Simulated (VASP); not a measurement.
# KCl (Fm-3m) in VASP: further runs

KCl is run at these levels: PBEsol; tasks: vibrations by perturbation theory.

Everything below comes from runs of VASP 6.6.1. Logs are shortened: lines on timing, memory, paths and dates and some standing lists are left out, and cuts for length are marked.

## Step 1: The cell of the first run

It takes space group Fm-3m (No. 225, cubic). The conventional cell has a = 6.201 Å, b = 6.201 Å, c = 6.201 Å, α = 90.00°, β = 90.00°, γ = 90.00°. K (site symmetry m-3m) has 6 Cl at 3.10 Å within 4.1 Å. Within 4.1 Å of Cl (site symmetry m-3m) lie 6 K at 3.10 Å.

## Step 2: Vibrations by perturbation theory, PBEsol (29.80 Å³/atom)

Contents of INCAR:

```
SYSTEM = KCl
ALGO = Normal ; EDIFF = 1E-8
ENCUT = 520 ; GGA = PS
IBRION = 8 ; ISIF = 2
ISMEAR = 0 ; LASPH = .TRUE.
LCHARG = .FALSE. ; LREAL = .FALSE.
LWAVE = .FALSE. ; NELM = 80
NSW = 1 ; PREC = Accurate
SIGMA = 0.01
```

Contents of KPOINTS:

```
k-points
0
G
  6 6 6
  0 0 0
```

Contents of POSCAR:

```
KCl
1.0
    0.0000000000      3.1003292632      3.1003292632
    3.1003292632      0.0000000000      3.1003292632
    3.1003292632      3.1003292632      0.0000000000
K Cl
1 1
Direct
    0.0000000000      0.0000000000      0.0000000000
    0.5000000000      0.5000000000      0.5000000000
```

Potentials or basis: VASP PAW PBE potentials, release 64 (K_sv, Cl).

The run is started by

```sh
> cat potpaw_PBE.64/K_sv/POTCAR potpaw_PBE.64/Cl/POTCAR > POTCAR
> mpirun -np 1 vasp_std > vasp.out
```

OUTCAR:

```text
SYSTEM = KCl
   EDIFF = 1E-8
   ENCUT = 520
   GGA = PS
   IBRION = 8
   ISIF = 2
   ISMEAR = 0
   LASPH = .TRUE.
   LREAL = .FALSE.
   NELM = 80
   NSW = 1
   PREC = Accurate

 ion  position               nearest neighbor table
   1  0.000  0.000  0.000-   2 3.10   2 3.10   2 3.10   2 3.10   2 3.10   2 3.10
   2  0.500  0.500  0.500-   1 3.10   1 3.10   1 3.10   1 3.10   1 3.10   1 3.10

  LATTYP: Found a face centered cubic cell.
 ALAT       =     6.2006585264

  Lattice vectors:

 A1 = (   0.0000000000,   3.1003292632,   3.1003292632)
 A2 = (   3.1003292632,   0.0000000000,   3.1003292632)
 A3 = (   3.1003292632,   3.1003292632,   0.0000000000)

Analysis of symmetry for initial positions (statically):
=====================================================================
 Subroutine PRICEL returns:
 Original cell was already a primitive cell.

 Routine SETGRP: Setting up the symmetry group for a
 face centered cubic supercell.

 Subroutine GETGRP returns: Found 48 space group operations
 (whereof 48 operations were pure point group operations)
 out of a pool of 48 trial point group operations.

The static configuration has the point symmetry O_h .

Analysis of symmetry for dynamics (positions and initial velocities):
=====================================================================
 Subroutine PRICEL returns:
 Original cell was already a primitive cell.

 Routine SETGRP: Setting up the symmetry group for a
 face centered cubic supercell.

 Subroutine GETGRP returns: Found 48 space group operations
 (whereof 48 operations were pure point group operations)
 out of a pool of 48 trial point group operations.

The dynamic configuration has the point symmetry O_h .

 Subroutine INISYM returns: Found 48 space group operations
 (whereof 48 operations are pure point group operations),
 and found     1 'primitive' translations

----------------------------------------------------------------------------------------

                                     Primitive cell

  volume of cell :      59.6010

  direct lattice vectors                    reciprocal lattice vectors
     0.000000000  3.100329263  3.100329263    -0.161273193  0.161273193  0.161273193
     3.100329263  0.000000000  3.100329263     0.161273193 -0.161273193  0.161273193
     3.100329263  3.100329263  0.000000000     0.161273193  0.161273193 -0.161273193

  length of vectors
     4.384527692  4.384527692  4.384527692     0.279333364  0.279333364  0.279333364

  position of ions in fractional coordinates (direct lattice)
     0.000000000  0.000000000  0.000000000
     0.500000000  0.500000000  0.500000000

  ion indices of the primitive-cell ions
   primitive index   ion index
                 1           1
                 2           2

----------------------------------------------------------------------------------------

 KPOINTS: k-points

Automatic generation of k-mesh.
 Grid dimensions read from file:
 generate k-points for:    6    6    6

 Generating k-lattice:

  Cartesian coordinates                     Fractional coordinates (reciprocal lattice)
    -0.026878866  0.026878866  0.026878866     0.166666667  0.000000000  0.000000000
     0.026878866 -0.026878866  0.026878866     0.000000000  0.166666667  0.000000000
     0.026878866  0.026878866 -0.026878866     0.000000000  0.000000000  0.166666667

  Length of vectors
[... 75 lines left out ...]
   LEPSILON=     F    determine dielectric tensor
   LRPA    =     F    only Hartree local field effects (RPA)
 non-spin polarized calculation
 Gauss-broadening in eV      SIGMA  =   0.01
  energy-cutoff  :      520.00
  volume of cell :       59.60
 maximum number of plane-waves:      1639
 NGX is ok and might be reduce to    36
   NGX = 17   NGY = 17   NGZ = 17

--------------------------------------- Ionic step        1  -------------------------------------------

 number of electron      16.0000002 magnetization

 Free energy of the ion-electron system (eV)
  ---------------------------------------------------
  ext. energy  EPLUGINS =         0.00000000
  ---------------------------------------------------
  free energy    TOTEN  =        -7.02092522 eV

  energy without entropy =       -7.02092522  energy(sigma->0) =       -7.02092522

 E-fermi :  -1.6345     XC(G=0):  -7.9135

 val. band max:       -1.7255077908   @ k =   0.0000   0.0000   0.0000
 cond. band min:       3.4407912272   @ k =   0.0000   0.0000   0.0000
 fundamental gap:      5.1662990180
 Fermi energy:        -1.6344603521

 k-point     1 :       0.0000    0.0000    0.0000
  band No.  band energies     occupation
      1     -28.6649      2.00000
      2     -13.8698      2.00000
      3     -12.1927      2.00000
      4     -12.1927      2.00000
      5     -12.1927      2.00000
      6      -1.7255      2.00000
      7      -1.7255      2.00000
      8      -1.7255      2.00000
      9       3.4408      0.00000
     10       6.5820      0.00000
     11       6.5820      0.00000
     12       6.5820      0.00000
[... 213 lines left out ...]
      1     -28.6468      2.00000
      2     -13.8365      2.00000
      3     -12.3423      2.00000
      4     -12.2884      2.00000
      5     -12.1344      2.00000
      6      -2.3411      2.00000
      7      -2.1961      2.00000
      8      -2.1121      2.00000
      9       5.4041      0.00000
     10       7.1988      0.00000
     11       7.4535      0.00000
     12       8.5532      0.00000

------------------------ aborting loop because EDIFF is reached ----------------------------------------

  FORCE on cell =-STRESS in cart. coord.  units (eV):
  Direction    XX          YY          ZZ          XY          YZ          ZX
  --------------------------------------------------------------------------------------
  -------------------------------------------------------------------------------------
  Total        0.1693079      0.1693079      0.1693079      0.0000000      0.0000000      0.0000000
  in kB        4.5512881      4.5512881      4.5512881      0.0000000      0.0000000      0.0000000
  external PRESSURE =       4.5512881 kB  Pullay stress =       0.0000000 kB

 VOLUME and BASIS-vectors are now :
 -----------------------------------------------------------------------------
  energy-cutoff  :      520.00
  volume of cell :       59.60
      direct lattice vectors                 reciprocal lattice vectors
     0.000000000  3.100329263  3.100329263    -0.161273193  0.161273193  0.161273193
     3.100329263  0.000000000  3.100329263     0.161273193 -0.161273193  0.161273193
     3.100329263  3.100329263  0.000000000     0.161273193  0.161273193 -0.161273193

 POSITION                                       TOTAL-FORCE (eV/Angst)
 -----------------------------------------------------------------------------------
      0.00000      0.00000      0.00000         0.000000      0.000000      0.000000
      3.10033      3.10033      3.10033        -0.000000     -0.000000     -0.000000
 -----------------------------------------------------------------------------------
    total drift:                                0.000000      0.000000      0.000000

  FREE ENERGIE OF THE ION-ELECTRON SYSTEM (eV)
  ---------------------------------------------------
  free  energy   TOTEN  =        -7.0209252234 eV

  energy  without entropy=       -7.0209252234  energy(sigma->0) =       -7.02092522

[... ionic steps 2 to 3 ...]

--------------------------------------- Ionic step        4  -------------------------------------------

------------------------ aborting loop because EDIFF is reached ----------------------------------------

[... ionic steps 5 to 6 ...]

--------------------------------------- Ionic step        7  -------------------------------------------

 Free energy of the ion-electron system (eV)
  ---------------------------------------------------
  ---------------------------------------------------
  free energy    TOTEN  =        -0.19792269 eV

  energy without entropy =       -0.19792269

------------------------ aborting loop because EDIFF is reached ----------------------------------------

 INTERNAL STRAIN TENSOR  FOR ION    2  DIRECTION 1   (eV/Angst):
 -----------------------------------------------------------------------------
     0.00902 -0.00000  0.00000
     0.00000 -0.00382 -0.00000
     0.00000 -0.00000 -0.00382

 INTERNAL STRAIN TENSOR FOR ION    2 for displacements in x,y,z  (eV/Angst):
          X           Y           Z          XY          YZ          ZX
  --------------------------------------------------------------------------------
  x     0.00000     0.00000     0.00000     0.00000     0.00000     0.00000
  y     0.00000     0.00000     0.00000     0.00000     0.00000     0.00000
  z     0.00000     0.00000     0.00000     0.00000     0.00000     0.00000

 SECOND DERIVATIVES (NOT SYMMETRIZED)
 ------------------------------------
               1X          1Y          1Z          2X          2Y          2Z
  1X    -1.483107    0.000000    0.000000    1.483107    0.000000    0.000000
  1Y     0.000000   -1.483107    0.000000    0.000000    1.483107    0.000000
  1Z     0.000000    0.000000   -1.483107    0.000000    0.000000    1.483107
  2X     1.492541    0.000000    0.000000   -1.492541    0.000000    0.000000
  2Y     0.000000    1.492541    0.000000    0.000000   -1.492541    0.000000
  2Z     0.000000    0.000000    1.492541    0.000000    0.000000   -1.492541

 Eigenvectors and eigenvalues of the dynamical matrix
 ----------------------------------------------------

   1 f  =    4.422662 THz    27.788403 2PiTHz  147.524112 cm-1    18.290651 meV
             X         Y         Z           dx          dy          dz
      0.000000  0.000000  0.000000     0.000000    0.688457    0.000000
      3.100329  3.100329  3.100329     0.000000   -0.725277    0.000000
[... 21 lines left out ...]
   6 f/i=    0.007001 THz     0.043989 2PiTHz    0.233528 cm-1     0.028954 meV
             X         Y         Z           dx          dy          dz
      0.000000  0.000000  0.000000     0.000000    0.000000    0.725277
      3.100329  3.100329  3.100329     0.000000    0.000000    0.688457

--------------------------------------------------------------------------------------------------------

 ELASTIC MODULI CONTR FROM IONIC RELAXATION (kBar)
 Direction    XX          YY          ZZ          XY          YZ          ZX
 --------------------------------------------------------------------------------
 XX           0.0000      0.0000      0.0000      0.0000      0.0000      0.0000
 YY           0.0000      0.0000      0.0000      0.0000      0.0000      0.0000
 ZZ           0.0000      0.0000      0.0000      0.0000      0.0000      0.0000
 XY           0.0000      0.0000      0.0000      0.0000      0.0000      0.0000
 YZ           0.0000      0.0000      0.0000      0.0000      0.0000      0.0000
 ZX           0.0000      0.0000      0.0000      0.0000      0.0000      0.0000
 --------------------------------------------------------------------------------
```

It took 2.9 min on 1 thread of Intel Xeon Platinum 8259CL at 2.50GHz (Skylake/Cascade Lake), shared host; peak memory 0.27 GiB.

Results:

```yaml
Highest_phonon_frequency_at_Γ_LO-TO_splitting_left_out: 148 cm⁻¹
```

Phonon frequencies in cm⁻¹ (negative: imaginary):
| q point | frequencies |
| --- | --- |
| (0.000, 0.000, 0.000) | 0 0 0 148 148 148 |

Caveat: the PAW data sets were made with another functional, which shifts forces and pressure a little.

[end of part 1 of 3]
